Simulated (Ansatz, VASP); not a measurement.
Ga2SnO3 in VASP and in Ansatz

INCAR

```
ALGO = Normal
EDIFF = 1E-6
ENCUT = 520
GGA = PE
ISIF = 2
ISMEAR = 0
LASPH = T
LCHARG = T
LELF = T
LREAL = F
LVHAR = T
LWAVE = F
NBANDS = 38
NELM = 100
PREC = Accurate
SIGMA = 0.1
```

File KPOINTS:

```
k-points
0
Gamma
  6 6 2
```

The input POSCAR:

```
Ga2SnO3
1.0
    3.3368330600      0.0000000000      0.0000000000
   -1.6684165300      2.8897822000      0.0000000000
    0.0000000000      0.0000000000      8.5178495400
Ga Sn O
2 1 3
Direct
    0.3333333300      0.6666666700      0.1647000000
    0.6666666700      0.3333333300      0.8353000000
    0.0000000000      0.0000000000      0.5000000000
    0.3333333300      0.6666666700      0.6650000200
    0.6666666700      0.3333333300      0.3349999800
    0.0000000000      0.0000000000      0.0000000000
```

Input for Ansatz:

```yaml
crystal:
  lattice:
    - [3.33683306, 0.0, 0.0]
    - [-1.66841653, 2.8897822, 0.0]
    - [0.0, 0.0, 8.51784954]
  atoms:
    - { symbol: Ga, position: [0.33333333, 0.66666667, 0.1647] }
    - { symbol: Ga, position: [0.66666667, 0.33333333, 0.8353] }
    - { symbol: Sn, position: [0.0, 0.0, 0.5] }
    - { symbol: O, position: [0.33333333, 0.66666667, 0.66500002] }
    - { symbol: O, position: [0.66666667, 0.33333333, 0.33499998] }
    - { symbol: O, position: [0.0, 0.0, 0.0] }
basis:
  ecutwfc: 420
kpoints:
  mp_grid: { grid: [6, 6, 2] }
hamiltonian:
  xc: pbe
scf:
  occupations: { method: gaussian, width: 0.1 }
  lower_state_search: "off"
output:
  forces: true
  stress: true
  eigenvalues: true
```

Change from the starting cell: species swapped into the NaFe2O3 type (P-3m1, No. 164).

Alike in both runs: task single point; functional PBE; k mesh 6 × 6 × 2; occupations gaussian, width 0.1 eV; no spin polarisation.

|  | VASP | Ansatz |
| --- | --- | --- |
| version | VASP 6.6.1 | Ansatz 0.2.0 |
| potentials or method | VASP PAW PBE potentials, release 64 (Ga_d, Sn_d, O), cutoff 520 eV | scalar-relativistic, plane waves, PAW |
| valence electrons in the cell | 58 | 58 |

VASP gave:

```
gap on the k mesh at the Fermi level (eV)                     : none
pressure (GPa)                                                : 2.2
traceless stress, the component that is largest in VASP (GPa) : -2.36
rms of the force components (eV/Å)                            : 0.304
```

Q: Estimate Ansatz's values.

A: gap on the k mesh at the Fermi level (eV): none; pressure (GPa): 2.1; traceless stress, the component that is largest in VASP (GPa): -2.39; rms of the force components (eV/Å): 0.303.

Atom by atom the forces differ by 0.003 eV/Å (rms over components). A gap of «none» marks a metal or a gap that the smearing closes. With one functional, cell and mesh, what is left measures potentials, basis and numerics.

The k mesh is coarse, so the values compare programs but aren't converged.
